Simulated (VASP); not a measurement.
BN (ref), 4 atoms in the cell. It takes space group P6_3/mmc (No. 194, hexagonal). Conventional cell: a = 2.500 Å, b = 2.500 Å, c = 6.872 Å, α = 90.00°, β = 90.00°, γ = 120.00°. Within 1.9 Å of B (site symmetry -6m2) lie 3 N at 1.44 Å. Within 1.9 Å of N (site symmetry -6m2) lie 3 B at 1.44 Å. 

```yaml
Program: VASP 6.6.1
Task: single point
Functional: r2SCAN
Potentials_or_basis: VASP PAW PBE potentials, release 64 (B, N)
Cutoff: 520 eV
k_mesh: 9 × 9 × 6
Occupations: gaussian, width 0.1 eV
Spin: no spin polarisation
Dipole_correction: no
Further_INCAR_settings: ALGO = Normal; EDIFF = 1e-07; NBANDS = 16
```

Potentials or basis: VASP PAW PBE potentials, release 64 (B, N).

The run is started by

```sh
$ cat potpaw_PBE.64/B/POTCAR potpaw_PBE.64/N/POTCAR > POTCAR
$ cp INCAR.step1 INCAR
$ mpirun -np 1 vasp_std > vasp.out
$ cp INCAR.step2 INCAR
$ mpirun -np 1 vasp_std > vasp.out
```

Hardware: 1 thread of Intel(R) Xeon(R) Platinum 8259CL CPU @ 2.50GHz (Skylake/Cascade Lake) (shared host).

Q: Estimate the wall time of this run.

A: It took 2.3 min on 1 thread of Intel(R) Xeon(R) Platinum 8259CL CPU @ 2.50GHz (Skylake/Cascade Lake), with other jobs on the host, peak memory 0.16 GiB. Counts: k points 48.
